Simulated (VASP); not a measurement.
Set up this calculation in VASP 6.6.1, as the native input.

| Item | Value |
| --- | --- |
| Task | single point |
| Functional | PBE |
| Potentials or basis | VASP PAW PBE potentials, release 64 (Si) |
| Cutoff | 500 eV |
| k mesh | 10 × 10 × 10 |
| Occupations | gaussian, width 0.02 eV |
| Spin | no spin polarisation |
| Dipole correction | no |
| Further INCAR settings | ALGO = Normal; EDIFF = 1e-06; NBANDS = 11 |

The structure of Si lies in POSCAR:

```
Si
1.0
    0.0000000000      2.7348383258      2.7348383258
    2.7348383258      0.0000000000      2.7348383258
    2.7348383258      2.7348383258      0.0000000000
Si
2
Direct
    0.7500000000      0.7500000000      0.7500000000
    0.5000000000      0.5000000000      0.5000000000
```

One way to write it, as run:

INCAR

```
SYSTEM = Si
ALGO = Normal
EDIFF = 1E-6
ENCUT = 500
GGA = PE
GGA_COMPAT = .False.
ISIF = 2
ISMEAR = 0
LASPH = .True.
LCHARG = .True.
LELF = .True.
LREAL = .False.
LVHAR = .True.
LWAVE = .False.
NBANDS = 11
NELM = 120
PREC = Accurate
SIGMA = 0.02
```

KPOINTS

```
k-points
0
Gamma
  10 10 10
  0 0 0
```

Potentials or basis: VASP PAW PBE potentials, release 64 (Si).

The run is started by

```console
$ cat potpaw_PBE.64/Si/POTCAR > POTCAR
$ mpirun -np 1 vasp_std > vasp.out
```

It gave:

* Pressure: 0.0 GPa
* Band gap on the k mesh: 0.62 eV, indirect (least direct gap 2.56 eV)

Wall time 23 s on 1 thread of Intel Xeon 8259CL, with other jobs on the host, peak memory 0.15 GiB.
